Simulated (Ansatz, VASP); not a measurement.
**One calculation of Rh, two programs**

```
CELL_PARAMETERS angstrom
0.00000 1.66116 2.49174
1.66116 0.00000 2.49174
1.66116 1.66116 0.00000
ATOMIC_POSITIONS crystal
Rh 0.00000 0.00000 0.00000
```

Alike in both runs: task single point; functional PBEsol; k mesh 24 × 24 × 24; occupations gaussian, width 0.15 eV; no spin polarisation.

|  | VASP | Ansatz |
| --- | --- | --- |
| version | VASP 6.6.1 | Ansatz 0.2.0 |
| potentials or method | VASP PAW PBE potentials, release 64 (Rh_pv), cutoff 520 eV | scalar-relativistic, plane waves, PAW |
| valence electrons in the cell | 15 | 17 |

|  | VASP | Ansatz | Ansatz less VASP |
| --- | --- | --- | --- |
| gap on the k mesh at the Fermi level (eV) | none | none | - |
| pressure (GPa) | 27.5 | 27.4 | -0.12 |
| traceless stress, the component that is largest in VASP (GPa) | -55.99 | -55.81 | +0.183 |

VASP's potentials were made for PBE, not for PBEsol. A gap of «none» marks a metal or a gap that the smearing closes. VASP's potentials hold 15 valence electrons a cell and Ansatz's 17, so a difference there can come from the potentials and not from the codes.
